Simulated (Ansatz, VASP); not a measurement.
**One calculation of Na, two programs**

```
Na
1.0
    -2.12663    2.12663    2.12663
     2.12663   -2.12663    2.12663
     2.12663    2.12663   -2.12663
Na
1
Cartesian
  0.0000 0.0000 0.0000
```

Alike in both runs: task single point; functional PBE; k mesh 8 × 8 × 8; no spin polarisation.

|  | VASP | Ansatz |
| --- | --- | --- |
| version | VASP 6.6.1 | Ansatz 0.2.0 |
| potentials or method | VASP PAW PBE potentials, release 64 (Na_pv), cutoff 500 eV | plane waves, PAW |
| occupations | methfessel-paxton of order 1, width 0.05 eV | cold, width 0.05 eV |
| valence electrons in the cell | 7 | 9 |

```tsv
	VASP	Ansatz	Ansatz less VASP
pressure (GPa)	-0.3	-0.3	+0.04
```

VASP's potentials hold 7 valence electrons a cell and Ansatz's 9, so a difference there can come from the potentials and not from the codes.
